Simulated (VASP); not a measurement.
# HfC (P6_3/mmc) in VASP: further runs

HfC is run at these levels: PBEsol, r2SCAN+U; tasks: single point.

Program: VASP 6.6.1. These are calculated values, not measurements. Logs are shortened: lines on timing, memory, paths and dates and some standing lists are left out, and cuts for length are marked.

### Step 1. The cell of the first run

Symmetry: P6_3/mmc, No. 194, hexagonal system. Conventional cell: a = 3.408 Å, b = 3.408 Å, c = 5.305 Å, α = 90.00°, β = 90.00°, γ = 120.00°. Within 3.1 Å of Hf (site symmetry -6m2) lie 6 C at 2.37 Å. Within 3.1 Å of C (site symmetry -3m) lie 6 Hf at 2.37 Å and 2 C at 2.65 Å.

### Step 2. Single point, PBEsol (volume scaled by 1.06)

Contents of INCAR:

```
SYSTEM = HfC
ALGO = Normal ; EDIFF = 1E-6
ENCUT = 600 ; GGA = PS
GGA_COMPAT = .FALSE. ; ISIF = 2
ISMEAR = -1 ; LASPH = .TRUE.
LCHARG = .TRUE. ; LELF = .TRUE.
LREAL = .FALSE. ; LVHAR = .TRUE.
LWAVE = .FALSE. ; NBANDS = 22
NELM = 120 ; PREC = Accurate
SIGMA = 0.05
```

Contents of KPOINTS:

```
k-points
0
G
  9 9 5
  0 0 0
```

Contents of POSCAR:

```
HfC
1.0
    3.4084290914      0.0000000000      0.0000000000
   -1.7042145456      2.9517861801      0.0000000000
    0.0000000000      0.0000000000      5.3047539058
Hf C
2 2
Direct
    0.3333333333      0.6666666667      0.2500000000
    0.6666666667      0.3333333333      0.7500000000
    0.0000000000      0.0000000000      0.5000000000
    0.0000000000      0.0000000000      0.0000000000
```

Potentials or basis: VASP PAW PBE potentials, release 64 (Hf_pv, C).

The run is started by

```console
> cat potpaw_PBE.64/Hf_pv/POTCAR potpaw_PBE.64/C/POTCAR > POTCAR
> mpirun -np 1 vasp_std > vasp.out
```

OUTCAR:

```text
SYSTEM = HfC
   EDIFF = 1E-6
   ENCUT = 600
   GGA = PS
   ISIF = 2
   ISMEAR = -1
   LASPH = .TRUE.
   LREAL = .FALSE.
   NELM = 120
   PREC = Accurate

 ion  position               nearest neighbor table
   1  0.333  0.667  0.250-   3 2.37   4 2.37   3 2.37   4 2.37   3 2.37   4 2.37   2 3.30   2 3.30
                             2 3.30   2 3.30   2 3.30   2 3.30
   2  0.667  0.333  0.750-   3 2.37   4 2.37   3 2.37   4 2.37   3 2.37   4 2.37   1 3.30   1 3.30
                             1 3.30   1 3.30   1 3.30   1 3.30
   3  0.000  0.000  0.500-   1 2.37   2 2.37   1 2.37   2 2.37   2 2.37   1 2.37
   4  0.000  0.000  0.000-   1 2.37   2 2.37   1 2.37   2 2.37   2 2.37   1 2.37

  LATTYP: Found a hexagonal cell.
 ALAT       =     3.4084290914
 C/A-ratio  =     1.5563632875

  Lattice vectors:

 A1 = (   3.4084290914,   0.0000000000,   0.0000000000)
 A2 = (  -1.7042145456,   2.9517861801,   0.0000000000)
 A3 = (   0.0000000000,   0.0000000000,   5.3047539058)

Analysis of symmetry for initial positions (statically):
=====================================================================
 Subroutine PRICEL returns:
 Original cell was already a primitive cell.

 Routine SETGRP: Setting up the symmetry group for a
 hexagonal supercell.

 Subroutine GETGRP returns: Found 24 space group operations
 (whereof 12 operations were pure point group operations)
 out of a pool of 24 trial point group operations.

The static configuration has the point symmetry D_3d.
 The point group associated with its full space group is D_6h.

Analysis of symmetry for dynamics (positions and initial velocities):
=====================================================================
 Subroutine PRICEL returns:
 Original cell was already a primitive cell.

 Routine SETGRP: Setting up the symmetry group for a
 hexagonal supercell.

 Subroutine GETGRP returns: Found 24 space group operations
 (whereof 12 operations were pure point group operations)
 out of a pool of 24 trial point group operations.

The dynamic configuration has the point symmetry D_3d.
 The point group associated with its full space group is D_6h.

 Subroutine INISYM returns: Found 24 space group operations
 (whereof 12 operations are pure point group operations),
 and found     1 'primitive' translations

----------------------------------------------------------------------------------------

                                     Primitive cell

  volume of cell :      53.3709

  direct lattice vectors                    reciprocal lattice vectors
     3.408429091  0.000000000  0.000000000     0.293390290  0.169388963  0.000000000
    -1.704214546  2.951786180  0.000000000     0.000000000  0.338777926  0.000000000
     0.000000000  0.000000000  5.304753906     0.000000000  0.000000000  0.188510159

  length of vectors
     3.408429091  3.408429091  5.304753906     0.338777926  0.338777926  0.188510159

  position of ions in fractional coordinates (direct lattice)
     0.333333333  0.666666667  0.250000000
     0.666666667  0.333333333  0.750000000
     0.000000000  0.000000000  0.500000000
     0.000000000  0.000000000  0.000000000

  ion indices of the primitive-cell ions
   primitive index   ion index
                 1           1
                 2           2
                 3           3
                 4           4

----------------------------------------------------------------------------------------

 KPOINTS: k-points

Automatic generation of k-mesh.
 Grid dimensions read from file:
 generate k-points for:    9    9    5

 Generating k-lattice:

  Cartesian coordinates                     Fractional coordinates (reciprocal lattice)
     0.032598921  0.018820996  0.000000000     0.111111111 -0.000000000  0.000000000
     0.000000000  0.037641992  0.000000000     0.000000000  0.111111111  0.000000000
     0.000000000  0.000000000  0.037702032     0.000000000  0.000000000  0.200000000

  Length of vectors
     0.037641992  0.037641992  0.037702032

  Shift w.r.t. Gamma in fractional coordinates (k-lattice)
     0.000000000  0.000000000  0.000000000

 Subroutine IBZKPT returns following result:
 ===========================================

 Found     36 irreducible k-points:

 Following reciprocal coordinates:
            Coordinates               Weight
  0.000000  0.000000  0.000000      1.000000
  0.111111  0.000000  0.000000      6.000000
  0.222222  0.000000  0.000000      6.000000
  0.333333  0.000000  0.000000      6.000000
  0.444444  0.000000  0.000000      6.000000
  0.111111  0.111111  0.000000      6.000000
[... 16 lines left out ...]
  0.333333  0.222222  0.200000     24.000000
  0.333333  0.333333  0.200000      4.000000
 [... further k-points ...]
   k-points           NKPTS =     36   k-points in BZ     NKDIM =     36   number of bands    NBANDS=     22
   number of dos      NEDOS =    301   number of ions     NIONS =      4
   total plane-waves  NPLWV =  32928
   dimension x,y,z NGX =    28 NGY =   28 NGZ =   42
   dimension x,y,z NGXF=    56 NGYF=   56 NGZF=   84
   ions per type =               2   2
   NGX,Y,Z   is equivalent  to a cutoff of  13.66, 13.66, 13.16 a.u.
   NGXF,Y,Z  is equivalent  to a cutoff of  27.31, 27.31, 26.32 a.u.
 SYSTEM =  HfC
   PREC   = accura    normal or accurate (medium, high low for compatibility)
   ISTART =      0    job   : 0-new  1-cont  2-samecut
   ICHARG =      2    charge: 1-file 2-atom 10-const
   ISPIN  =      1    spin polarized calculation?
   LNONCOLLINEAR =      F non collinear calculations
   LSORBIT =      F    spin-orbit coupling
   LASPH  =      T    aspherical Exc in radial PAW
   ENCUT  =  600.0 eV  44.10 Ry    6.64 a.u.   6.81  6.81 10.59*2*pi/ulx,y,z
   NELM   =    120;   NELMIN=  2; NELMDL= -5     # of ELM steps
   EDIFF  = 0.1E-05   stopping-criterion for ELM
   LREAL  =      F    real-space projection
   EDIFFG = 0.1E-04   stopping-criterion for IOM
   NSW    =      0    number of steps for IOM
   IBRION =     -1    ionic relax: 0-MD 1-quasi-New 2-CG
   NFREE  =      0    steps in history (QN), initial steepest desc. (CG)
   ISIF   =      2    stress and relaxation
   ISYM   =      2    0-nonsym 1-usesym 2-fastsym
   POTIM  = 0.5000    time-step for ionic-motion
   TEBEG  =    0.0;   TEEND  =   0.0 temperature during run
   PSTRESS=    0.0 pullay stress
   NELECT =      28.0000    total number of electrons
   NUPDOWN=      -1.0000    fix difference up-down
   EMIN   =  10.00;   EMAX   =-10.00  energy-range for DOS
   EFERMI =   0.00;   METHOD = LEGACY
   ISMEAR =    -1;   SIGMA  =   0.05  broadening in eV -4-tet -1-fermi 0-gaus
   EFERMI_NEDOS =   21; number of points for ismear=-14 and -15
   IALGO  =     38    algorithm
   IMIX   =      4    mixing-type and parameters
     AMIX     =   0.40;   BMIX     =  1.00
     AMIX_MAG =   1.60;   BMIX_MAG =  1.00
  volume/ion in A,a.u.               =      13.34        90.04
  Fermi-wavevector in a.u.,A,eV,Ry     =   1.320361  2.495121 23.719762  1.743353
  Thomas-Fermi vector in A             =   2.450193
   LORBIT       =      0    0 simple, 1 ext, 2 COOP (PROOUT), +10 PAW based schemes
   GGA     = PS    functional components
   LHFCALC =     F    Hartree Fock is set to
   AEXX    =    0.0000 exact exchange contribution
   IVDW    =     0    specifies the selected vdW correction
   LEPSILON=     F    determine dielectric tensor
   LRPA    =     F    only Hartree local field effects (RPA)
 non-spin polarized calculation
  energy-cutoff  :      600.00
  volume of cell :       53.37
 maximum number of plane-waves:      1798
 NGX is ok and might be reduce to    28
   NGX = 13   NGY = 13   NGZ = 21

 number of electron      28.0000000 magnetization

 Free energy of the ion-electron system (eV)
  ---------------------------------------------------
  ext. energy  EPLUGINS =         0.00000000
  ---------------------------------------------------
  free energy    TOTEN  =       -43.33627121 eV

  energy without entropy =      -43.33165292  energy(sigma->0) =      -43.33396206

 E-fermi :   5.7946     XC(G=0): -12.1297

 val. band max:        5.7488607256   @ k =   0.2222   0.2222   0.2000
 cond. band min:       5.8855746658   @ k =   0.1111   0.1111   0.2000
 fundamental gap:      0.1367139402
 Fermi energy:         5.7945606167

 k-point     1 :       0.0000    0.0000    0.0000
  band No.  band energies     occupation
      1     -24.8725      2.00000
      2     -24.4153      2.00000
      3     -24.4153      2.00000
      4     -24.3401      2.00000
      5     -24.3401      2.00000
      6     -24.2723      2.00000
[... 14 lines left out ...]
     21       9.4553      0.00000
     22      13.4323      0.00000

 k-point     2 :       0.1111    0.0000    0.0000
  band No.  band energies     occupation
      1     -24.8494      2.00000
      2     -24.4604      2.00000
      3     -24.4325      2.00000
      4     -24.3828      2.00000
      5     -24.3425      2.00000
      6     -24.2814      2.00000
[... 14 lines left out ...]
     21      10.2128      0.00000
     22      12.8828      0.00000

 k-point     3 :       0.2222    0.0000    0.0000
  band No.  band energies     occupation
      1     -24.7859      2.00000
      2     -24.5760      2.00000
      3     -24.4857      2.00000
      4     -24.4718      2.00000
      5     -24.3525      2.00000
      6     -24.3095      2.00000
[... 14 lines left out ...]
     21      11.7779      0.00000
     22      11.8533      0.00000
[... 476 lines left out ...]
 k-point    23 :       0.3333    0.2222    0.2000
  band No.  band energies     occupation
      1     -24.7682      2.00000
      2     -24.6967      2.00000
      3     -24.6205      2.00000
      4     -24.5170      2.00000
      5     -24.4785      2.00000
      6     -24.3977      2.00000
[... 14 lines left out ...]
     21      12.2864      0.00000
     22      12.7451      0.00000

 k-point    24 :       0.3333    0.3333    0.2000
  band No.  band energies     occupation
      1     -24.7413      2.00000
      2     -24.6723      2.00000
      3     -24.6723      2.00000
      4     -24.5592      2.00000
      5     -24.4393      2.00000
      6     -24.4393      2.00000
[... 14 lines left out ...]
     21      13.1328      0.00000
     22      13.1328      0.00000

 [... further k-points ...]
[... 5 lines left out ...]
  --------------------------------------------------------------------------------------
  -------------------------------------------------------------------------------------
  Total       -6.8369834     -6.8369834     -5.5722458     -0.0000000      0.0000000      0.0000000
  in kB     -205.2441140   -205.2441140   -167.2770832     -0.0000000      0.0000000      0.0000000
  external PRESSURE =    -192.5884371 kB  Pullay stress =       0.0000000 kB

 VOLUME and BASIS-vectors are now :
 -----------------------------------------------------------------------------
  energy-cutoff  :      600.00
  volume of cell :       53.37
      direct lattice vectors                 reciprocal lattice vectors
     3.408429091  0.000000000  0.000000000     0.293390290  0.169388963  0.000000000
    -1.704214546  2.951786180  0.000000000     0.000000000  0.338777926  0.000000000
     0.000000000  0.000000000  5.304753906     0.000000000  0.000000000  0.188510159

 POSITION                                       TOTAL-FORCE (eV/Angst)
 -----------------------------------------------------------------------------------
     -0.00000      1.96786      1.32619         0.000000     -0.000000      0.000000
      1.70421      0.98393      3.97857        -0.000000      0.000000      0.000000
      0.00000      0.00000      2.65238        -0.000000      0.000000      0.000000
      0.00000      0.00000      0.00000        -0.000000      0.000000      0.000000
 -----------------------------------------------------------------------------------
    total drift:                                0.000000     -0.000000      0.000000

  FREE ENERGIE OF THE ION-ELECTRON SYSTEM (eV)
  ---------------------------------------------------
  free  energy   TOTEN  =       -43.3362712056 eV

  energy  without entropy=      -43.3316529158  energy(sigma->0) =      -43.33396206
```

It took 46 s on 1 thread of AMD EPYC 9R45 (Zen 5), shared host; peak memory 0.17 GiB.

Results:

```yaml
Free_energy: -43.3363 eV
Pressure: -19.3 GPa
Band_gap_on_the_k_mesh: zero (band 14 reaches 6.78 eV, above the bottom of band 15 at 5.75 eV)
```

Stress tensor (GPa, compression positive):
```
-20.52   0.00   0.00
  0.00 -20.52   0.00
  0.00   0.00 -16.73
```

Caveat: the cell differs from its parent crystal (volume scaled by 1.06); the PAW data sets were made with another functional, which shifts forces and pressure a little; spin-orbit coupling is left out, which moves the levels of the heavy elements.

### Step 3. Single point, r2SCAN+U

This run uses another cell than the first one, of 12.59 Å³/atom, 0.943 times its volume.

Contents of POSCAR:

```
HfC
1.0
    3.3428660531      0.0000000000      0.0000000000
   -1.6714330265      2.8950069234      0.0000000000
    0.0000000000      0.0000000000      5.2027140000
Hf C
2 2
Direct
    0.3333333333      0.6666666667      0.2500000000
    0.6666666667      0.3333333333      0.7500000000
    0.0000000000      0.0000000000      0.5000000000
    0.0000000000      0.0000000000      0.0000000000
```

Contents of INCAR.step1:

```
PREC     = Accurate       # precision mode
ENCUT    = 520            # plane-wave cutoff, eV
ISMEAR   = -1             # smearing method
SIGMA    = 0.05           # smearing width, eV
LREAL    = F              # projectors in reciprocal space
LASPH    = T              # aspherical terms in the spheres
NELM     = 150            # most SCF steps
LMAXMIX  = 4              # l up to which the mixer works
LDAU     = T              # DFT+U
LDAUTYPE = 2            
LDAUL    = 2 -1           # shell
LDAUU    = 1 0            # U, eV
LDAUJ    = 0 0          
NBANDS   = 22             # bands
GGA      = PE             # functional
ALGO     = Normal         # electronic algorithm
EDIFF    = 1E-4           # SCF threshold, eV
LWAVE    = T              # write WAVECAR
LCHARG   = F              # write CHGCAR
```

Contents of INCAR.step2:

```
PREC     = Accurate       # precision mode
ENCUT    = 520            # plane-wave cutoff, eV
EDIFF    = 1E-6           # SCF threshold, eV
ISMEAR   = -1             # smearing method
SIGMA    = 0.05           # smearing width, eV
LREAL    = F              # projectors in reciprocal space
LASPH    = T              # aspherical terms in the spheres
NELM     = 150            # most SCF steps
ALGO     = Normal         # electronic algorithm
ISIF     = 2              # what is computed and relaxed
LWAVE    = F              # write WAVECAR
LCHARG   = F              # write CHGCAR
LMAXMIX  = 4              # l up to which the mixer works
LDAU     = T              # DFT+U
LDAUTYPE = 2            
LDAUL    = 2 -1           # shell
LDAUU    = 1 0            # U, eV
LDAUJ    = 0 0          
LDAUPRINT= 1            
METAGGA  = R2SCAN         # meta-GGA
LMIXTAU  = T            
NBANDS   = 22             # bands
ISTART   = 1
```

Contents of KPOINTS:

```
regular mesh
0
Gamma
  9 9 5
```

Potentials or basis: VASP PAW PBE potentials, release 64 (Hf_pv, C).

The run is started by

```console
> cat potpaw_PBE.64/Hf_pv/POTCAR potpaw_PBE.64/C/POTCAR > POTCAR
> cp INCAR.step1 INCAR
> mpirun -np 1 vasp_std > vasp.out
> cp INCAR.step2 INCAR
> mpirun -np 1 vasp_std > vasp.out
```

Wall time 7.5 min (1 thread of AMD EPYC 7R13, shared host); peak memory 0.17 GiB.

Results (log left out):

```yaml
Free_energy: -112.3045 eV
Pressure: -0.3 GPa
Band_gap_on_the_k_mesh: zero (band 14 reaches 7.87 eV, above the bottom of band 15 at 6.49 eV)
```

Stress tensor (GPa, compression positive):
```
-2.57  0.00  0.00
 0.00 -2.57  0.00
 0.00  0.00  4.20
```

Levels at points of the mesh, in eV from the Fermi level:
| k point | band 12 | band 13 | band 14 | band 15 | band 16 | band 17 |
| --- | --- | --- | --- | --- | --- | --- |
| (0.00, 0.00, 0.00) | -1.42 | -1.42 | 1.30 | 1.68 | 1.68 | 2.11 |

Eigenvalues of the final occupation matrices:
| site | spin | trace | eigenvalues |
| --- | --- | --- | --- |
| site 1 d | 1 | 0.85 | 0.12 0.16 0.16 0.20 0.20 |
| site 1 d | 2 | 0.85 | 0.12 0.16 0.16 0.20 0.20 |
| site 2 d | 1 | 0.85 | 0.12 0.16 0.16 0.20 0.20 |
| site 2 d | 2 | 0.85 | 0.12 0.16 0.16 0.20 0.20 |

Caveat: the PAW data sets were made with another functional, which shifts forces and pressure a little; spin-orbit coupling is left out, which moves the levels of the heavy elements; U without spin polarisation on a metal has little footing; the U is typed as a test and isn't derived for this compound.

### Step 4. Single point, r2SCAN+U

This run uses another cell than the first one, of 12.59 Å³/atom, 0.943 times its volume.

POSCAR is that of step 3.

Changes to INCAR.step1 since step 3:

```diff
@@ -11,3 +11,3 @@
 LDAUL    = 2 -1           # shell
-LDAUU    = 1 0            # U, eV
+LDAUU    = 2 0            # U, eV
 LDAUJ    = 0 0
```

Changes to INCAR.step2 since step 3:

```diff
@@ -16,3 +16,3 @@
 LDAUL    = 2 -1           # shell
-LDAUU    = 1 0            # U, eV
+LDAUU    = 2 0            # U, eV
 LDAUJ    = 0 0
```

Contents of KPOINTS:

```
Automatic mesh
0
Gamma
  9 9 5
```

The run is started by

```console
> cat potpaw_PBE.64/Hf_pv/POTCAR potpaw_PBE.64/C/POTCAR > POTCAR
> cp INCAR.step1 INCAR
> mpirun -np 1 vasp_std > vasp.out
> cp INCAR.step2 INCAR
> mpirun -np 1 vasp_std > vasp.out
```

It took 8.7 min on 1 thread of AMD EPYC 7R13, shared host; peak memory 0.17 GiB.

The run converged. Its results:

| Property | Result |
| --- | --- |
| Free energy | -110.9210 eV |
| Pressure | 3.3 GPa |
| Band gap on the k mesh | zero (band 14 reaches 8.08 eV, above the bottom of band 15 at 6.63 eV) |

Stress tensor (GPa, compression positive):
```
0.74 0.00 0.00
0.00 0.74 0.00
0.00 0.00 8.32
```

Levels at points of the mesh, in eV from the Fermi level:
```
           k point  band 10  band 11  band 12  band 13  band 14  band 15  band 16  band 17  band 18  band 19
(0.00, 0.00, 0.00)    -3.32    -3.32    -1.45    -1.45     1.36     1.75     1.75     2.16     2.16     2.31
```

Eigenvalues of the final occupation matrices:
```csv
site,spin,trace,eigenvalues
site 1 d,1,0.83,0.12 0.16 0.16 0.20 0.20
site 1 d,2,0.83,0.12 0.16 0.16 0.20 0.20
site 2 d,1,0.83,0.12 0.16 0.16 0.20 0.20
site 2 d,2,0.83,0.12 0.16 0.16 0.20 0.20
```

Caveat: the PAW data sets were made with another functional, which shifts forces and pressure a little; spin-orbit coupling is left out, which moves the levels of the heavy elements; U without spin polarisation on a metal has little footing; the U is typed as a test and isn't derived for this compound.

[end of part 1 of 2]
